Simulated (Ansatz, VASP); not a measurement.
**SnSe2: VASP beside Ansatz**

```xyz
3
Lattice="3.8110 0.0000 0.0000 -1.9055 3.3004 0.0000 0.0000 0.0000 6.1360" Properties=species:S:1:pos:R:3 pbc="T T T"
Sn    0.0000    0.0000    0.0000
Se    0.0000    2.2003    1.6058
Se    1.9055    1.1001    4.5302
```

Alike in both runs: task electric field gradients; functional LDA; k mesh 13 × 13 × 7; occupations fermi-dirac, width 0.02 eV; no spin polarisation.

|  | VASP | Ansatz |
| --- | --- | --- |
| version | VASP 6.6.1 | Ansatz 0.2.0 |
| potentials or method | VASP PAW LDA potentials, release 64 (Sn_d, Se) | plane-wave PAW, scalar-relativistic |
| plane-wave cutoff (eV) | 520 | 420 |
| valence electrons in the cell | 26 | 46 |

```tsv
	VASP	Ansatz	Ansatz less VASP
pressure (GPa)	-1.9	-2.0	-0.14
traceless stress, the component that is largest in VASP (GPa)	-0.73	-0.74	-0.008
rms of the force components (eV/Å)	0.111	0.122	+0.0103
size of Vzz on the site where it differs most (V/Å²)	2.1	0.7	-1.35
```

LDA's correlation is that of Perdew and Zunger in VASP and of Perdew and Wang (1992) in Ansatz. Atom by atom the forces differ by 0.010 eV/Å (rms over components). VASP's potentials hold 26 valence electrons a cell and Ansatz's 46, so a difference there can come from the potentials and not from the codes.
